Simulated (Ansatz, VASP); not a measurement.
**One calculation of SrO, two programs**

INCAR

```
ALGO = Normal ; EDIFF = 1E-6
ENCUT = 520 ; GGA = PE
ISIF = 2 ; ISMEAR = -1
LASPH = True ; LCHARG = False
LREAL = False ; LWAVE = False
NBANDS = 15 ; NELM = 60
PREC = Accurate ; SIGMA = 0.05
```

KPOINTS

```
k-points
0
Gamma
  9 9 9
```

Contents of POSCAR:

```
SrO
1.0
    0.0000000000      2.5139118308      2.5139118308
    2.5139118308      0.0000000000      2.5139118308
    2.5139118308      2.5139118308      0.0000000000
Sr O
1 1
Direct
    0.5000000000      0.5000000000      0.5000000000
    0.0000000000      0.0000000000      0.0000000000
```

Contents of input.yaml:

```yaml
crystal:
  lattice:
    - [0.0, 2.5139118308, 2.5139118308]
    - [2.5139118308, 0.0, 2.5139118308]
    - [2.5139118308, 2.5139118308, 0.0]
  atoms:
    - { symbol: Sr, position: [0.5, 0.5, 0.5] }
    - { symbol: O, position: [0.0, 0.0, 0.0] }
kpoints:
  mp_grid: { grid: [9, 9, 9] }
scf:
  occupations: { method: fermi_dirac, width: 0.05 }
hamiltonian:
  xc: pbe
  pseudopotentials: { kind: all_electron, lapw: { basis_error: 0.0005 } }
output:
  forces: true
  stress: true
  eigenvalues: true
```

Change from the starting cell: volume scaled by 0.94.

Alike in both runs: task single point; functional PBE; k mesh 9 × 9 × 9; occupations fermi-dirac, width 0.05 eV; no spin polarisation.

|  | VASP | Ansatz |
| --- | --- | --- |
| version | VASP 6.6.1 | Ansatz 0.2.0 |
| potentials or method | VASP PAW PBE potentials, release 64 (Sr_sv, O), cutoff 520 eV | all-electron LAPW, scalar-relativistic |

Ansatz gave:

```
gap on the k mesh at the Fermi level (eV) : 3.33
least direct gap on the mesh (eV)         : 3.36
pressure (GPa)                            : 10.3
```

Task: Which values does VASP return?

Result: gap on the k mesh at the Fermi level (eV): 3.28; least direct gap on the mesh (eV): 3.32; pressure (GPa): 11.1.

Ansatz ran all-electron here, and VASP with PAW potentials.
